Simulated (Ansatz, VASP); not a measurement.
## AlInSb2 in VASP and in Ansatz

Contents of INCAR:

```
SYSTEM = AlInSb2
PREC = Accurate
ENCUT = 520
EDIFF = 1E-6
ISMEAR = 0
SIGMA = 0.05
LREAL = .False.
LASPH = .True.
NELM = 100
ALGO = Normal
ISIF = 2
LWAVE = .False.
LCHARG = .False.
NBANDS = 21
```

File KPOINTS:

```
regular mesh
0
Gamma
  8 8 6
  0 0 0
```

Contents of POSCAR:

```
AlInSb2
1.0
    4.4375919547      0.0000000000      0.0000000000
    0.0000000000      4.4375919547      0.0000000000
    0.0000000000      0.0000000000      6.2673789797
Al In Sb
1 1 2
Direct
    0.0000000000      0.0000000000      0.0000000000
    0.5000000000      0.5000000000      0.5000000000
    0.0000000000      0.5000000000      0.2738552522
    0.5000000000      0.0000000000      0.7261447478
```

Input for Ansatz:

```yaml
crystal:
  lattice:
    - [4.4375919547, 0.0, 0.0]
    - [0.0, 4.4375919547, 0.0]
    - [0.0, 0.0, 6.2673789797]
  atoms:
    - { symbol: Al, position: [0.0, 0.0, 0.0] }
    - { symbol: In, position: [0.5, 0.5, 0.5] }
    - { symbol: Sb, position: [0.0, 0.5, 0.2738552522] }
    - { symbol: Sb, position: [0.5, 0.0, 0.7261447478] }
basis:
  ecutwfc: 420
kpoints:
  mp_grid: { grid: [8, 8, 6] }
hamiltonian:
  xc: lda
  pseudopotentials: { kind: paw }
scf:
  occupations: { method: gaussian, width: 0.05 }
output:
  forces: true
  stress: true
  eigenvalues: true
```

Alike in both runs: task single point; functional LDA; k mesh 8 × 8 × 6; occupations gaussian, width 0.05 eV; no spin polarisation.

|  | VASP | Ansatz |
| --- | --- | --- |
| version | VASP 6.6.1 | Ansatz 0.2.0 |
| potentials or method | VASP PAW LDA potentials, release 64 (Al, In_d, Sb), cutoff 520 eV | scalar-relativistic, plane waves, PAW |
| valence electrons in the cell | 26 | 46 |

|  | VASP | Ansatz | Ansatz less VASP |
| --- | --- | --- | --- |
| gap on the k mesh at the Fermi level (eV) | 0.50 | 0.45 | -0.051 |
| least direct gap on the mesh (eV) | 0.50 | 0.45 | -0.051 |
| pressure (GPa) | 2.1 | 1.9 | -0.20 |
| traceless stress, the component that is largest in VASP (GPa) | -1.05 | -1.03 | +0.012 |
| rms of the force components (eV/Å) | 1.037 | 1.033 | -0.0041 |

LDA's correlation is that of Perdew and Zunger in VASP and of Perdew and Wang (1992) in Ansatz. Atom by atom the forces differ by 0.004 eV/Å (rms over components). VASP's potentials hold 26 valence electrons a cell and Ansatz's 46, so a difference there can come from the potentials and not from the codes.

Spin-orbit coupling is off throughout.
